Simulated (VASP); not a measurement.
# ZnSe (F-43m) in VASP: notebook

Runs on ZnSe. Level: PBEsol. Tasks: relaxation of cell and atoms.

All numbers are computed with VASP 6.6.1; they aren't measurements. Logs are shortened: lines on timing, memory, paths and dates and some standing lists are left out, and cuts for length are marked.

## (1) The cell of the first run

The structure is cubic, space group F-43m (No. 216). The conventional cell has a = 5.386 Å, b = 5.386 Å, c = 5.386 Å, α = 90.00°, β = 90.00°, γ = 90.00°. Within 3.1 Å of Zn (site symmetry -43m) lie 4 Se at 2.33 Å. Se (site symmetry -43m) has 4 Zn at 2.33 Å within 3.1 Å.

## (2) Relaxation of cell and atoms, PBEsol, target pressure 12 GPa, at which the enthalpy is minimised

INCAR

```
SYSTEM = ZnSe
PREC = Accurate ; ENCUT = 600
EDIFF = 1E-7 ; ISMEAR = 0
SIGMA = 0.02 ; LREAL = .FALSE.
LASPH = .TRUE. ; NELM = 60
ALGO = Normal ; ISIF = 3
LWAVE = .FALSE. ; LCHARG = .FALSE.
GGA = PS ; IBRION = 2
NSW = 70 ; EDIFFG = -0.008
PSTRESS = 120.0
```

KPOINTS

```
regular mesh
0
G
  8 8 8
  0 0 0
```

POSCAR

```
ZnSe
1.0
    0.0000000000      2.6931876822      2.6931876822
    2.6931876822      0.0000000000      2.6931876822
    2.6931876822      2.6931876822      0.0000000000
Zn Se
1 1
Direct
    0.0000000000      0.0000000000      0.0000000000
    0.7500000000      0.7500000000      0.7500000000
```

Potentials or basis: VASP PAW PBE potentials, release 64 (Zn, Se).

On the command line:

```bash
$ cat potpaw_PBE.64/Zn/POTCAR potpaw_PBE.64/Se/POTCAR > POTCAR
$ mpirun -np 1 vasp_std > vasp.out
```

OUTCAR:

```text
SYSTEM = ZnSe
   PREC = Accurate
   ENCUT = 600
   EDIFF = 1E-7
   ISMEAR = 0
   LREAL = .FALSE.
   LASPH = .TRUE.
   NELM = 60
   ISIF = 3
   GGA = PS
   IBRION = 2
   NSW = 70
   EDIFFG = -0.008
   PSTRESS = 120.0

 ion  position               nearest neighbor table
   1  0.000  0.000  0.000-   2 2.33   2 2.33   2 2.33   2 2.33
   2  0.750  0.750  0.750-   1 2.33   1 2.33   1 2.33   1 2.33

  LATTYP: Found a face centered cubic cell.
 ALAT       =     5.3863753644

  Lattice vectors:

 A1 = (   0.0000000000,   2.6931876822,   2.6931876822)
 A2 = (   2.6931876822,   0.0000000000,   2.6931876822)
 A3 = (   2.6931876822,   2.6931876822,   0.0000000000)

Analysis of symmetry for initial positions (statically):
=====================================================================
 Subroutine PRICEL returns:
 Original cell was already a primitive cell.

 Routine SETGRP: Setting up the symmetry group for a
 face centered cubic supercell.

 Subroutine GETGRP returns: Found 24 space group operations
 (whereof 24 operations were pure point group operations)
 out of a pool of 48 trial point group operations.

The static configuration has the point symmetry T_d .

Analysis of symmetry for dynamics (positions and initial velocities):
=====================================================================
 Subroutine PRICEL returns:
 Original cell was already a primitive cell.

 Routine SETGRP: Setting up the symmetry group for a
 face centered cubic supercell.

 Subroutine GETGRP returns: Found 24 space group operations
 (whereof 24 operations were pure point group operations)
 out of a pool of 48 trial point group operations.

The dynamic configuration has the point symmetry T_d .

 Subroutine INISYM returns: Found 24 space group operations
 (whereof 24 operations are pure point group operations),
 and found     1 'primitive' translations

----------------------------------------------------------------------------------------

                                     Primitive cell

  volume of cell :      39.0688

  direct lattice vectors                    reciprocal lattice vectors
     0.000000000  2.693187682  2.693187682    -0.185653604  0.185653604  0.185653604
     2.693187682  0.000000000  2.693187682     0.185653604 -0.185653604  0.185653604
     2.693187682  2.693187682  0.000000000     0.185653604  0.185653604 -0.185653604

  length of vectors
     3.808742546  3.808742546  3.808742546     0.321561475  0.321561475  0.321561475

  position of ions in fractional coordinates (direct lattice)
     0.000000000  0.000000000  0.000000000
     0.750000000  0.750000000  0.750000000

  ion indices of the primitive-cell ions
   primitive index   ion index
                 1           1
                 2           2

----------------------------------------------------------------------------------------

 KPOINTS: regular mesh

Automatic generation of k-mesh.
 Grid dimensions read from file:
 generate k-points for:    8    8    8

 Generating k-lattice:

  Cartesian coordinates                     Fractional coordinates (reciprocal lattice)
    -0.023206701  0.023206701  0.023206701     0.125000000  0.000000000  0.000000000
     0.023206701 -0.023206701  0.023206701     0.000000000  0.125000000  0.000000000
     0.023206701  0.023206701 -0.023206701     0.000000000  0.000000000  0.125000000

  Length of vectors
     0.040195184  0.040195184  0.040195184

  Shift w.r.t. Gamma in fractional coordinates (k-lattice)
     0.000000000  0.000000000  0.000000000

 Subroutine IBZKPT returns following result:
 ===========================================

 Found     29 irreducible k-points:

 Following reciprocal coordinates:
            Coordinates               Weight
  0.000000  0.000000  0.000000      1.000000
  0.125000  0.000000  0.000000      8.000000
  0.250000  0.000000  0.000000      8.000000
  0.375000  0.000000  0.000000      8.000000
  0.500000  0.000000  0.000000      4.000000
  0.125000  0.125000  0.000000      6.000000
[... 16 lines left out ...]
  0.500000  0.250000  0.125000     48.000000
 -0.375000  0.250000  0.125000     24.000000
 [... further k-points ...]
   k-points           NKPTS =     29   k-points in BZ     NKDIM =     29   number of bands    NBANDS=     13
   number of dos      NEDOS =    301   number of ions     NIONS =      2
   total plane-waves  NPLWV =  27000
   dimension x,y,z NGX =    30 NGY =   30 NGZ =   30
   dimension x,y,z NGXF=    60 NGYF=   60 NGZF=   60
   ions per type =               1   1
   NGX,Y,Z   is equivalent  to a cutoff of  13.09, 13.09, 13.09 a.u.
   NGXF,Y,Z  is equivalent  to a cutoff of  26.19, 26.19, 26.19 a.u.
 SYSTEM =  ZnSe
   PREC   = accura    normal or accurate (medium, high low for compatibility)
   ISTART =      0    job   : 0-new  1-cont  2-samecut
   ICHARG =      2    charge: 1-file 2-atom 10-const
   ISPIN  =      1    spin polarized calculation?
   LNONCOLLINEAR =      F non collinear calculations
[... 48 lines left out ...]
  ---------------------------------------------------
  ext. energy  EPLUGINS =         0.00000000
  ---------------------------------------------------
  free energy    TOTEN  =        -6.57603582 eV

  energy without entropy =       -6.57603582  energy(sigma->0) =       -6.57603582

------------------------ aborting loop because EDIFF is reached ----------------------------------------

  FORCE on cell =-STRESS in cart. coord.  units (eV):
  Direction    XX          YY          ZZ          XY          YZ          ZX
  --------------------------------------------------------------------------------------
  -------------------------------------------------------------------------------------
  Total        3.0056588      3.0056588      3.0056588      0.0000000     -0.0000000      0.0000000
  in kB      123.2594999    123.2594999    123.2594999      0.0000000     -0.0000000      0.0000000
  external PRESSURE =       3.2594999 kB  Pullay stress =     120.0000000 kB

 VOLUME and BASIS-vectors are now :
 -----------------------------------------------------------------------------
  energy-cutoff  :      600.00
  volume of cell :       39.07
      direct lattice vectors                 reciprocal lattice vectors
     0.000000000  2.693187682  2.693187682    -0.185653604  0.185653604  0.185653604
     2.693187682  0.000000000  2.693187682     0.185653604 -0.185653604  0.185653604
     2.693187682  2.693187682  0.000000000     0.185653604  0.185653604 -0.185653604
[... 46 lines left out ...]
  FREE ENERGIE OF THE ION-ELECTRON SYSTEM (eV)
  ---------------------------------------------------
  free  energy   TOTEN  =        -6.5928800272 eV

  energy  without entropy=       -6.5928800272  energy(sigma->0) =       -6.59288003

  enthalpy is  TOTEN    =        -3.6498408895 eV   P V=        2.9430391377

--------------------------------------- Ionic step        3  -------------------------------------------

 number of electron      18.0000016 magnetization

 Free energy of the ion-electron system (eV)
  ---------------------------------------------------
  ext. energy  EPLUGINS =         0.00000000
  ---------------------------------------------------
  free energy    TOTEN  =        -6.58415670 eV

  energy without entropy =       -6.58415670  energy(sigma->0) =       -6.58415670

 E-fermi :   3.0070     XC(G=0): -10.2249

 val. band max:        2.8973518976   @ k =   0.0000   0.0000   0.0000
 cond. band min:       4.6978052262   @ k =   0.0000   0.0000   0.0000
 fundamental gap:      1.8004533286
 Fermi energy:         3.0070323520

 k-point     1 :       0.0000    0.0000    0.0000
  band No.  band energies     occupation
      1     -11.4812      2.00000
      2      -4.3381      2.00000
      3      -4.3381      2.00000
      4      -4.3381      2.00000
      5      -3.8158      2.00000
      6      -3.8158      2.00000
      7       2.8974      2.00000
      8       2.8974      2.00000
      9       2.8974      2.00000
     10       4.6978      0.00000
     11       8.5370      0.00000
     12       8.5370      0.00000
     13       8.5370      0.00000

 k-point     2 :       0.1250    0.0000    0.0000
  band No.  band energies     occupation
      1     -11.3480      2.00000
      2      -4.3440      2.00000
      3      -4.3161      2.00000
      4      -4.3161      2.00000
      5      -3.8183      2.00000
      6      -3.8183      2.00000
      7       1.4358      2.00000
      8       2.6939      2.00000
      9       2.6939      2.00000
     10       5.6489      0.00000
     11       8.6104      0.00000
[... 339 lines left out ...]
 k-point    24 :      -0.3750    0.2500    0.1250
  band No.  band energies     occupation
      1     -10.2138      2.00000
      2      -4.2186      2.00000
      3      -4.1505      2.00000
      4      -3.8891      2.00000
      5      -3.8098      2.00000
      6      -3.5327      2.00000
      7      -2.9582      2.00000
      8      -0.1044      2.00000
      9       0.9936      2.00000
     10       7.4586      0.00000
     11       8.1549      0.00000
     12      10.6147      0.00000
     13      11.9231      0.00000

 [... further k-points ...]
[... 5 lines left out ...]
  --------------------------------------------------------------------------------------
  -------------------------------------------------------------------------------------
  Total        2.9351682      2.9351682      2.9351682      0.0000000      0.0000000     -0.0000000
  in kB      120.0400238    120.0400238    120.0400238      0.0000000      0.0000000     -0.0000000
  external PRESSURE =       0.0400238 kB  Pullay stress =     120.0000000 kB

 VOLUME and BASIS-vectors are now :
 -----------------------------------------------------------------------------
  energy-cutoff  :      600.00
  volume of cell :       39.18
      direct lattice vectors                 reciprocal lattice vectors
     0.000000000  2.695643785  2.695643785    -0.185484448  0.185484448  0.185484448
     2.695643785 -0.000000000  2.695643785     0.185484448 -0.185484448  0.185484448
     2.695643785  2.695643785  0.000000000     0.185484448  0.185484448 -0.185484448

 POSITION                                       TOTAL-FORCE (eV/Angst)
 -----------------------------------------------------------------------------------
      0.00000      0.00000      0.00000         0.000000      0.000000      0.000000
      4.04347      4.04347      4.04347        -0.000000     -0.000000     -0.000000
 -----------------------------------------------------------------------------------
    total drift:                               -0.000000     -0.000000      0.000000

  FREE ENERGIE OF THE ION-ELECTRON SYSTEM (eV)
  ---------------------------------------------------
  free  energy   TOTEN  =        -6.5841567025 eV

  energy  without entropy=       -6.5841567025  energy(sigma->0) =       -6.58415670

  enthalpy is  TOTEN    =        -3.6499671590 eV   P V=        2.9341895435

 reached required accuracy - stopping structural energy minimisation
```

Wall time 93 s (1 thread of AMD EPYC 7R13, shared host); peak memory 0.15 GiB.

What came out:

```
Free energy                                            : -6.5842 eV
Relaxed volume                                         : 19.59 Å³/atom
Relaxed cell                                           : a = 3.812 Å, b = 3.812 Å, c = 3.812 Å, α = 60.00°, β = 60.00°, γ = 60.00°
Space group after relaxing (to 0.05 Å)                 : F-43m (No. 216)
Energy change on relaxing (the enthalpy is what falls) : -4.1 meV/atom
Ionic steps                                            : 3
Pressure after relaxing                                : 12.0 GPa
Band gap on the k mesh                                 : 1.80 eV, direct
```

The path:
```tsv
step	energy change (eV)	largest force (eV/Å)	pressure (GPa)	volume (Å³)
1	0.0000	0.0000	12.33	39.07
2	-0.0168	0.0000	11.66	39.29
3	-0.0081	0.0000	12.00	39.18
```

Final structure:
```
CELL_PARAMETERS angstrom
0.00000 2.69564 2.69564
2.69564 0.00000 2.69564
2.69564 2.69564 0.00000
ATOMIC_POSITIONS crystal
Zn 0.00000 0.00000 0.00000
Se 0.75000 0.75000 0.75000
```

Caveat: the cell is relaxed towards a set pressure, so the enthalpy falls and the energy may rise; the PAW data sets were made with another functional, which shifts forces and pressure a little. A hybrid or GW would open this gap; PBEsol tends to underestimate it.

## (3) Relaxation of cell and atoms, PBEsol, target pressure 4 GPa, at which the enthalpy is minimised

This run uses another cell than the first one, of 21.14 Å³/atom, 1.082 times its volume.

INCAR

```
SYSTEM = ZnSe
PREC     = Accurate       ! precision mode
ENCUT    = 600            ! plane-wave cutoff, eV
EDIFF    = 1E-7           ! SCF threshold, eV
ISMEAR   = 0              ! smearing method
SIGMA    = 0.02           ! smearing width, eV
LREAL    = .FALSE.        ! projectors in reciprocal space
LASPH    = .TRUE.         ! aspherical terms in the spheres
NELM     = 60             ! most SCF steps
ALGO     = Normal         ! electronic algorithm
ISIF     = 3              ! what is computed and relaxed
LWAVE    = .FALSE.        ! write WAVECAR
LCHARG   = .FALSE.        ! write CHGCAR
GGA      = PS             ! functional
IBRION   = 2              ! ionic algorithm
NSW      = 70             ! ionic steps
EDIFFG   = -0.008         ! ionic threshold
PSTRESS  = 40.0
```

KPOINTS is that of step 2.

POSCAR

```
ZnSe
1.0
    0.0000000000      2.7649246691      2.7649246691
    2.7649246691      0.0000000000      2.7649246691
    2.7649246691      2.7649246691      0.0000000000
Zn Se
1 1
Direct
    0.0000000000      0.0000000000      0.0000000000
    0.7500000000      0.7500000000      0.7500000000
```

Potentials or basis: VASP PAW PBE potentials, release 64 (Zn, Se).

On the command line:

```bash
$ cat potpaw_PBE.64/Zn/POTCAR potpaw_PBE.64/Se/POTCAR > POTCAR
$ mpirun -np 1 vasp_std > vasp.out
```

Wall time 1.9 min (1 thread of AMD EPYC 7R13, shared host); peak memory 0.17 GiB.

Results (log left out):

```
Free energy                                            : -6.7444 eV
Relaxed volume                                         : 21.24 Å³/atom
Relaxed cell                                           : a = 3.917 Å, b = 3.917 Å, c = 3.917 Å, α = 60.00°, β = 60.00°, γ = 60.00°
Space group after relaxing (to 0.05 Å)                 : F-43m (No. 216)
Energy change on relaxing (the enthalpy is what falls) : -2.8 meV/atom
Ionic steps                                            : 3
Pressure after relaxing                                : 4.0 GPa
Band gap on the k mesh                                 : 1.45 eV, direct
```

The path:
```
step  energy change (eV)  largest force (eV/Å)  pressure (GPa)  volume (Å³)
   1              0.0000                0.0000            4.42        42.27
   2             -0.0088                0.0000            3.74        42.62
   3             -0.0056                0.0000            4.00        42.49
```

Final structure:
```cif
data_structure
_symmetry_space_group_name_H-M 'P 1'
_symmetry_Int_Tables_number 1
_cell_length_a 3.9167
_cell_length_b 3.9167
_cell_length_c 3.9167
_cell_angle_alpha 60.000
_cell_angle_beta 60.000
_cell_angle_gamma 60.000
_cell_volume 42.49
loop_
_atom_site_label
_atom_site_type_symbol
_atom_site_fract_x
_atom_site_fract_y
_atom_site_fract_z
_atom_site_occupancy
Zn1 Zn 0.00000 0.00000 0.00000 1
Se1 Se 0.75000 0.75000 0.75000 1
```

Levels at points of the mesh, in eV from the valence-band top:
```tsv
k point	band 7	band 8	band 9	band 10	band 11	band 12
(0.00, 0.00, 0.00)	0.00	0.00	0.00	1.45	5.70	5.70
(0.50, 0.00, 0.00)	-5.75	-0.98	-0.98	2.56	6.28	6.28
(0.50, 0.50, 0.00)	-5.09	-2.47	-2.47	2.67	3.34	11.14
```

Caveat: the cell is relaxed towards a set pressure, so the enthalpy falls and the energy may rise; the PAW data sets were made with another functional, which shifts forces and pressure a little. Expect the measured gap to be larger: semilocal functionals such as PBEsol lack the derivative discontinuity.

## (4) Relaxation of cell and atoms, PBEsol, target pressure 1 GPa, at which the enthalpy is minimised

This run uses another cell than the first one, of 22.13 Å³/atom, 1.133 times its volume.

INCAR

```
PREC = Accurate
ENCUT = 600
EDIFF = 1E-6
ISMEAR = 0
SIGMA = 0.02
LREAL = F
LASPH = T
NELM = 80
ALGO = Normal
ISIF = 3
LWAVE = F
LCHARG = F
GGA = PS
IBRION = 2
NSW = 70
EDIFFG = -0.008
PSTRESS = 10.0
```

KPOINTS

```
Automatic mesh
0
Gamma
  8 8 8
```

POSCAR

```
ZnSe
1.0
    0.0000000000      2.8075078252      2.8075078252
    2.8075078252      0.0000000000      2.8075078252
    2.8075078252      2.8075078252      0.0000000000
Zn Se
1 1
Direct
    0.0000000000      0.0000000000      0.0000000000
    0.7500000000      0.7500000000      0.7500000000
```

On the command line:

```bash
$ cat potpaw_PBE.64/Zn/POTCAR potpaw_PBE.64/Se/POTCAR > POTCAR
$ mpirun -np 1 vasp_std > vasp.out
```

It took 67 s on 1 thread of AMD EPYC 7R13, shared host; peak memory 0.16 GiB.

The run converged. Its results:

```yaml
Free_energy: -6.7708 eV
Relaxed_volume: 22.09 Å³/atom
Relaxed_cell: a = 3.968 Å, b = 3.968 Å, c = 3.968 Å, α = 60.00°, β = 60.00°, γ = 60.00°
Space_group_after_relaxing_to_0.05_Å: F-43m (No. 216)
Energy_change_on_relaxing_the_enthalpy_is_what_falls: +0.3 meV/atom
Ionic_steps: 2
Pressure_after_relaxing: 1.0 GPa
Band_gap_on_the_k_mesh: 1.29 eV, direct
```

Step by step:
| step | energy change (eV) | largest force (eV/Å) | pressure (GPa) | volume (Å³) |
| --- | --- | --- | --- | --- |
| 1 | 0.0000 | 0.0000 | 0.90 | 44.26 |
| 2 | 0.0005 | 0.0000 | 1.02 | 44.17 |

Final structure:
```
CELL_PARAMETERS angstrom
0.00000 2.80571 2.80571
2.80571 0.00000 2.80571
2.80571 2.80571 0.00000
ATOMIC_POSITIONS crystal
Zn 0.00000 0.00000 0.00000
Se 0.75000 0.75000 0.75000
```

Levels at points of the mesh, in eV from the valence-band top:
```tsv
k point	band 5	band 6	band 7	band 8	band 9	band 10	band 11	band 12	band 13
(0.00, 0.00, 0.00)	-6.27	-6.27	0.00	0.00	0.00	1.29	5.72	5.72	5.72
(0.50, 0.00, 0.00)	-6.25	-6.10	-5.48	-0.92	-0.92	2.50	6.30	6.30	8.48
(0.50, 0.50, 0.00)	-6.22	-6.08	-4.92	-2.32	-2.32	2.77	3.36	10.83	11.38
```

Caveat: the cell is relaxed towards a set pressure, so the enthalpy falls and the energy may rise; the PAW data sets were made with another functional, which shifts forces and pressure a little. As with any semilocal functional, this PBEsol gap is likely too small.

## (5) Summary

| cell | gap on the mesh (eV) | pressure (GPa) |
| --- | --- | --- |
| relaxed to 12 GPa from a = 3.809 Å, angles 60.0°, 2 atoms | 1.80 | 12.0 |
| relaxed to 4 GPa from a = 3.910 Å, angles 60.0°, 2 atoms | 1.45 | 4.0 |
| relaxed to 1 GPa from a = 3.970 Å, angles 60.0°, 2 atoms | 1.29 | 1.0 |

Alike in all rows: task relaxation of cell and atoms; level PBEsol; potentials or basis VASP PAW PBE potentials, release 64 (Zn, Se); no spin polarisation; k mesh 8 × 8 × 8; cutoff (eV) 600; smearing gaussian 0.02 eV.

Caveats: the cell is relaxed towards a set pressure, so the enthalpy falls and the energy may rise; the PAW data sets were made with another functional, which shifts forces and pressure a little.

Absolute energies hang on the potentials; compare differences alone.
